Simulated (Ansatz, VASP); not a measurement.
SiC: VASP beside Ansatz

Contents of POSCAR:

```
SiC
1.0
    0.0000000000      2.1740000000      2.1740000000
    2.1740000000      0.0000000000      2.1740000000
    2.1740000000      2.1740000000      0.0000000000
Si C
1 1
Direct
   -0.1016425341      0.0000000000      0.0000000000
    0.7500000000      0.7500000000      0.7500000000
```

Contents of INCAR.step1:

```
SYSTEM = SiC
PREC     = Accurate       ! precision mode
ENCUT    = 520            ! plane-wave cutoff, eV
ISMEAR   = 0              ! smearing method
SIGMA    = 0.05           ! smearing width, eV
LREAL    = .False.        ! projectors in reciprocal space
LASPH    = .True.         ! aspherical terms in the spheres
NELM     = 80             ! most SCF steps
NBANDS   = 11             ! bands
GGA      = PE             ! functional
ALGO     = Normal         ! electronic algorithm
EDIFF    = 1E-4           ! SCF threshold, eV
LWAVE    = .True.         ! write WAVECAR
LCHARG   = .False.        ! write CHGCAR
```

File INCAR.step2:

```
SYSTEM = SiC
PREC     = Accurate       ! precision mode
ENCUT    = 520            ! plane-wave cutoff, eV
EDIFF    = 1E-7           ! SCF threshold, eV
ISMEAR   = 0              ! smearing method
SIGMA    = 0.05           ! smearing width, eV
LREAL    = .False.        ! projectors in reciprocal space
LASPH    = .True.         ! aspherical terms in the spheres
NELM     = 80             ! most SCF steps
ALGO     = Normal         ! electronic algorithm
ISIF     = 2              ! what is computed and relaxed
LWAVE    = .False.        ! write WAVECAR
LCHARG   = .False.        ! write CHGCAR
METAGGA  = R2SCAN         ! meta-GGA
LMIXTAU  = .True.       
NBANDS   = 11             ! bands
ISTART   = 1
```

KPOINTS

```
regular mesh
0
Gamma
  12 12 12
  0 0 0
```

Input for Ansatz:

```yaml
crystal:
  lattice:
    - [0.0, 2.174, 2.174]
    - [2.174, 0.0, 2.174]
    - [2.174, 2.174, 0.0]
  atoms:
    - { symbol: Si, position: [-0.1016425341, 0.0, 0.0] }
    - { symbol: C, position: [0.75, 0.75, 0.75] }
basis:
  ecutwfc: 500
kpoints:
  mp_grid: { grid: [12, 12, 12] }
hamiltonian:
  xc: r2scan
scf:
  occupations: { method: gaussian, width: 0.05 }
output:
  forces: true
  stress: true
  eigenvalues: true
```

Change from the starting cell: all Si atoms moved +0.312 Å, as atom 1 towards its neighbour atom 1 (Si) at 3.075 Å.

Alike in both runs: task single point; functional r2SCAN; k mesh 12 × 12 × 12; occupations gaussian, width 0.05 eV; no spin polarisation.

|  | VASP | Ansatz |
| --- | --- | --- |
| version | VASP 6.6.1 | Ansatz 0.2.0 |
| potentials or method | VASP PAW PBE potentials, release 64 (Si, C), cutoff 520 eV | scalar-relativistic, plane waves, PAW |
| valence electrons in the cell | 8 | 8 |

|  | VASP | Ansatz | Ansatz less VASP |
| --- | --- | --- | --- |
| gap on the k mesh at the Fermi level (eV) | 0.26 | 0.26 | -0.005 |
| least direct gap on the mesh (eV) | 4.28 | 4.27 | -0.012 |
| pressure (GPa) | 13.8 | 14.2 | +0.37 |
| traceless stress, the component that is largest in VASP (GPa) | 17.15 | 17.34 | +0.194 |
| rms of the force components (eV/Å) | 4.374 | 4.392 | +0.0177 |

VASP's potentials were made for PBE, not for r2SCAN. Atom by atom the forces differ by 0.018 eV/Å (rms over components). The functional is the same, so the differences come from potentials, cutoffs and numerics.
